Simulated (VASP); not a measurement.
# C (Fd-3m) in VASP: single point with PBE

Aim: the single point of C with PBE.

Program: VASP 6.6.1. These are calculated values, not measurements. Logs are shortened: lines on timing, memory, paths and dates and some standing lists are left out, and cuts for length are marked.

### Step 1. The cell of the first run

Symmetry: Fd-3m, No. 227, cubic system. Conventional cell: a = 3.567 Å, b = 3.567 Å, c = 3.567 Å, α = 90.00°, β = 90.00°, γ = 90.00°. Within 2.1 Å of C (site symmetry -43m) lie 4 C at 1.54 Å.

### Step 2. Single point, PBE

INCAR reads:

```
SYSTEM = C
ALGO = Normal
EDIFF = 1E-6
ENCUT = 600
GGA = PE
GGA_COMPAT = .False.
ISIF = 2
ISMEAR = 0
ISYM = 0
LASPH = .True.
LCHARG = .False.
LREAL = .False.
LWAVE = .False.
NBANDS = 11
NELM = 120
PREC = Accurate
SIGMA = 0.01
```

KPOINTS reads:

```
Automatic mesh
0
Gamma
  4 4 4
  0.5 0.5 0.5
```

POSCAR reads:

```
C
1.0
    2.5220660000      0.0000000000      0.0000000000
    1.2610330000      2.1841732260      0.0000000000
    1.2610330000      0.7280577420      2.0592582659
C
2
Direct
    0.0000000000      0.0000000000      0.0000000000
    0.2500000000      0.2500000000      0.2500000000
```

Potentials or basis: VASP PAW PBE potentials, release 64 (C).

Launch:

```sh
cat potpaw_PBE.64/C/POTCAR > POTCAR
mpirun -np 1 vasp_std > vasp.out
```

OUTCAR:

```text
SYSTEM = C
   EDIFF = 1E-6
   ENCUT = 600
   GGA = PE
   ISIF = 2
   ISMEAR = 0
   ISYM = 0
   LASPH = .True.
   LREAL = .False.
   NELM = 120
   PREC = Accurate

 ion  position               nearest neighbor table
   1  0.000  0.000  0.000-   2 1.54   2 1.54   2 1.54   2 1.54
   2  0.250  0.250  0.250-   1 1.54   1 1.54   1 1.54   1 1.54

IMPORTANT INFORMATION: All symmetrisations will be switched off!
NOSYMM: (Re-)initialisation of all symmetry stuff for point group C_1.

----------------------------------------------------------------------------------------

                                     Primitive cell

  volume of cell :      11.3437

  direct lattice vectors                    reciprocal lattice vectors
     2.522066000  0.000000000  0.000000000     0.396500329 -0.228919572 -0.161870582
     1.261033000  2.184173226  0.000000000     0.000000000  0.457839144 -0.161870582
     1.261033000  0.728057742  2.059258266     0.000000000  0.000000000  0.485611745

  length of vectors
     2.522066000  2.522066000  2.522066000     0.485611745  0.485611745  0.485611745

  position of ions in fractional coordinates (direct lattice)
     0.000000000  0.000000000  0.000000000
     0.250000000  0.250000000  0.250000000

  ion indices of the primitive-cell ions
   primitive index   ion index
                 1           1
                 2           2

----------------------------------------------------------------------------------------

 KPOINTS: Automatic mesh

Automatic generation of k-mesh.
 Grid dimensions read from file:
 generate k-points for:    4    4    4

 Generating k-lattice:

  Cartesian coordinates                     Fractional coordinates (reciprocal lattice)
     0.099125082 -0.057229893 -0.040467645     0.250000000 -0.000000000  0.000000000
     0.000000000  0.114459786 -0.040467645     0.000000000  0.250000000  0.000000000
     0.000000000  0.000000000  0.121402936     0.000000000  0.000000000  0.250000000

  Length of vectors
     0.121402936  0.121402936  0.121402936

  Shift w.r.t. Gamma in fractional coordinates (k-lattice)
     0.500000000  0.500000000  0.500000000

 Subroutine IBZKPT returns following result:
 ===========================================

 Found    128 irreducible k-points:

 Following reciprocal coordinates:
            Coordinates               Weight
  0.125000  0.125000  0.125000      2.000000
  0.125000 -0.000000 -0.000000      2.000000
  0.000000  0.000000 -0.125000      2.000000
  0.000000  0.125000  0.000000      2.000000
  0.375000  0.125000  0.125000      2.000000
  0.125000  0.375000  0.125000      2.000000
[... 16 lines left out ...]
  0.000000  0.500000 -0.125000      2.000000
  0.500000 -0.000000 -0.125000      2.000000
 [... further k-points ...]
   k-points           NKPTS =    128   k-points in BZ     NKDIM =    128   number of bands    NBANDS=     11
   number of dos      NEDOS =    301   number of ions     NIONS =      2
   total plane-waves  NPLWV =   8000
   dimension x,y,z NGX =    20 NGY =   20 NGZ =   20
   dimension x,y,z NGXF=    40 NGYF=   40 NGZF=   40
   ions per type =               2
   NGX,Y,Z   is equivalent  to a cutoff of  13.18, 13.18, 13.18 a.u.
   NGXF,Y,Z  is equivalent  to a cutoff of  26.37, 26.37, 26.37 a.u.
 SYSTEM =  C
   PREC   = accura    normal or accurate (medium, high low for compatibility)
   ISTART =      0    job   : 0-new  1-cont  2-samecut
   ICHARG =      2    charge: 1-file 2-atom 10-const
   ISPIN  =      1    spin polarized calculation?
   LNONCOLLINEAR =      F non collinear calculations
   LSORBIT =      F    spin-orbit coupling
   LASPH  =      T    aspherical Exc in radial PAW
   ENCUT  =  600.0 eV  44.10 Ry    6.64 a.u.   5.04  5.04  5.04*2*pi/ulx,y,z
   NELM   =    120;   NELMIN=  2; NELMDL= -5     # of ELM steps
   EDIFF  = 0.1E-05   stopping-criterion for ELM
   LREAL  =      F    real-space projection
   EDIFFG = 0.1E-04   stopping-criterion for IOM
   NSW    =      0    number of steps for IOM
   IBRION =     -1    ionic relax: 0-MD 1-quasi-New 2-CG
   NFREE  =      0    steps in history (QN), initial steepest desc. (CG)
   ISIF   =      2    stress and relaxation
   ISYM   =      0    0-nonsym 1-usesym 2-fastsym
   POTIM  = 0.5000    time-step for ionic-motion
   TEBEG  =    0.0;   TEEND  =   0.0 temperature during run
   PSTRESS=    0.0 pullay stress
   NELECT =       8.0000    total number of electrons
   NUPDOWN=      -1.0000    fix difference up-down
   EMIN   =  10.00;   EMAX   =-10.00  energy-range for DOS
   EFERMI =   0.00;   METHOD = LEGACY
   ISMEAR =     0;   SIGMA  =   0.01  broadening in eV -4-tet -1-fermi 0-gaus
   EFERMI_NEDOS =   21; number of points for ismear=-14 and -15
   IALGO  =     38    algorithm
   IMIX   =      4    mixing-type and parameters
     AMIX     =   0.40;   BMIX     =  1.00
     AMIX_MAG =   1.60;   BMIX_MAG =  1.00
  volume/ion in A,a.u.               =       5.67        38.28
  Fermi-wavevector in a.u.,A,eV,Ry     =   1.457203  2.753714 28.891162  2.123440
  Thomas-Fermi vector in A             =   2.574032
   LORBIT       =      0    0 simple, 1 ext, 2 COOP (PROOUT), +10 PAW based schemes
   GGA     = PE    functional components
   LHFCALC =     F    Hartree Fock is set to
   AEXX    =    0.0000 exact exchange contribution
   IVDW    =     0    specifies the selected vdW correction
   LEPSILON=     F    determine dielectric tensor
   LRPA    =     F    only Hartree local field effects (RPA)
 non-spin polarized calculation
 Gauss-broadening in eV      SIGMA  =   0.01
  energy-cutoff  :      600.00
  volume of cell :       11.34
 maximum number of plane-waves:       382
   NGX =  9   NGY =  9   NGZ =  9

 number of electron       7.9999999 magnetization

 Free energy of the ion-electron system (eV)
  ---------------------------------------------------
  ext. energy  EPLUGINS =         0.00000000
  ---------------------------------------------------
  free energy    TOTEN  =       -18.19021810 eV

  energy without entropy =      -18.19021810  energy(sigma->0) =      -18.19021810

 E-fermi :   9.2080     XC(G=0): -13.2507

 val. band max:        9.0760838840   @ k =   0.1250  -0.0000  -0.0000
 cond. band min:      14.7030547554   @ k =   0.0000  -0.3750   0.5000
 fundamental gap:      5.6269708714
 Fermi energy:         9.2079608990

 k-point     1 :       0.1250    0.1250    0.1250
  band No.  band energies     occupation
      1     -11.3160      2.00000
      2       7.3136      2.00000
      3       9.0761      2.00000
      4       9.0761      2.00000
      5      16.1768      0.00000
      6      16.1768      0.00000
      7      16.6040      0.00000
      8      23.4269      0.00000
      9      29.6735      0.00000
     10      33.2093      0.00000
     11      33.2093      0.00000

 k-point     2 :       0.1250   -0.0000   -0.0000
  band No.  band energies     occupation
      1     -11.3160      2.00000
      2       7.3136      2.00000
      3       9.0761      2.00000
      4       9.0761      2.00000
      5      16.1768      0.00000
      6      16.1768      0.00000
      7      16.6040      0.00000
      8      23.4269      0.00000
      9      29.6735      0.00000
     10      33.2093      0.00000
     11      33.2093      0.00000

 k-point     3 :       0.0000    0.0000   -0.1250
  band No.  band energies     occupation
      1     -11.3160      2.00000
      2       7.3136      2.00000
      3       9.0761      2.00000
      4       9.0761      2.00000
      5      16.1768      0.00000
      6      16.1768      0.00000
      7      16.6040      0.00000
      8      23.4269      0.00000
      9      29.6735      0.00000
     10      33.2093      0.00000
     11      33.2093      0.00000

 k-point     4 :       0.0000    0.1250    0.0000
  band No.  band energies     occupation
      1     -11.3160      2.00000
      2       7.3136      2.00000
      3       9.0761      2.00000
      4       9.0761      2.00000
      5      16.1768      0.00000
      6      16.1768      0.00000
      7      16.6040      0.00000
      8      23.4269      0.00000
      9      29.6735      0.00000
     10      33.2093      0.00000
     11      33.2093      0.00000

 k-point     5 :       0.3750    0.1250    0.1250
  band No.  band energies     occupation
      1      -9.0512      2.00000
      2       1.9645      2.00000
      3       5.3637      2.00000
      4       7.8897      2.00000
      5      17.8495      0.00000
      6      18.3716      0.00000
      7      19.3383      0.00000
      8      23.8859      0.00000
      9      30.2737      0.00000
     10      30.7461      0.00000
     11      33.5775      0.00000
[... 211 lines left out ...]
 k-point    21 :      -0.3750    0.5000    0.5000
  band No.  band energies     occupation
      1      -6.0296      2.00000
      2      -2.8251      2.00000
      3       5.5789      2.00000
      4       6.2045      2.00000
      5      17.3443      0.00000
      6      19.5433      0.00000
      7      20.0100      0.00000
      8      24.9084      0.00000
      9      30.2422      0.00000
     10      33.7014      0.00000
     11      36.0206      0.00000

 k-point    22 :       0.1250    0.5000    0.0000
  band No.  band energies     occupation
      1      -6.0296      2.00000
      2      -2.8251      2.00000
      3       5.5789      2.00000
      4       6.2045      2.00000
      5      17.3443      0.00000
      6      19.5433      0.00000
      7      20.0100      0.00000
      8      24.9084      0.00000
      9      30.2422      0.00000
     10      33.7014      0.00000
     11      36.0206      0.00000

 k-point    23 :       0.0000    0.5000   -0.1250
  band No.  band energies     occupation
      1      -6.0296      2.00000
      2      -2.8251      2.00000
      3       5.5789      2.00000
      4       6.2045      2.00000
      5      17.3443      0.00000
      6      19.5433      0.00000
      7      20.0101      0.00000
      8      24.9084      0.00000
      9      30.2422      0.00000
     10      33.7014      0.00000
     11      36.0206      0.00000

 k-point    24 :       0.5000   -0.0000   -0.1250
  band No.  band energies     occupation
      1      -6.0296      2.00000
      2      -2.8251      2.00000
      3       5.5789      2.00000
      4       6.2045      2.00000
      5      17.3443      0.00000
      6      19.5433      0.00000
      7      20.0101      0.00000
      8      24.9084      0.00000
      9      30.2422      0.00000
     10      33.7014      0.00000
     11      36.0206      0.00000

 [... further k-points ...]

------------------------ aborting loop because EDIFF is reached ----------------------------------------

  FORCE on cell =-STRESS in cart. coord.  units (eV):
  Direction    XX          YY          ZZ          XY          YZ          ZX
  --------------------------------------------------------------------------------------
  -------------------------------------------------------------------------------------
  Total        0.1248212      0.1248222      0.1248222      0.0000002     -0.0000003      0.0000001
  in kB       17.6296885     17.6298264     17.6298252      0.0000274     -0.0000475      0.0000181
  external PRESSURE =      17.6297800 kB  Pullay stress =       0.0000000 kB

 VOLUME and BASIS-vectors are now :
 -----------------------------------------------------------------------------
  energy-cutoff  :      600.00
  volume of cell :       11.34
      direct lattice vectors                 reciprocal lattice vectors
     2.522066000  0.000000000  0.000000000     0.396500329 -0.228919572 -0.161870582
     1.261033000  2.184173226  0.000000000     0.000000000  0.457839144 -0.161870582
     1.261033000  0.728057742  2.059258266     0.000000000  0.000000000  0.485611745

 POSITION                                       TOTAL-FORCE (eV/Angst)
 -----------------------------------------------------------------------------------
      0.00000      0.00000      0.00000        -0.000000     -0.000000     -0.000000
      1.26103      0.72806      0.51481         0.000000      0.000000      0.000000
 -----------------------------------------------------------------------------------
    total drift:                                0.000000     -0.000000     -0.000000

  FREE ENERGIE OF THE ION-ELECTRON SYSTEM (eV)
  ---------------------------------------------------
  free  energy   TOTEN  =       -18.1902180988 eV

  energy  without entropy=      -18.1902180988  energy(sigma->0) =      -18.19021810
```

It took 20 s on 1 thread of Intel Xeon 8259CL, shared host; peak memory 0.13 GiB.

What came out:

- Free energy: -18.1902 eV
- Pressure: 1.8 GPa
- Band gap on the k mesh: 5.63 eV, indirect (least direct gap 7.10 eV)

Caveat: the k points lie up to 0.76 Å⁻¹ apart. PBE gaps usually lie below the measured ones, often by a third to a half.
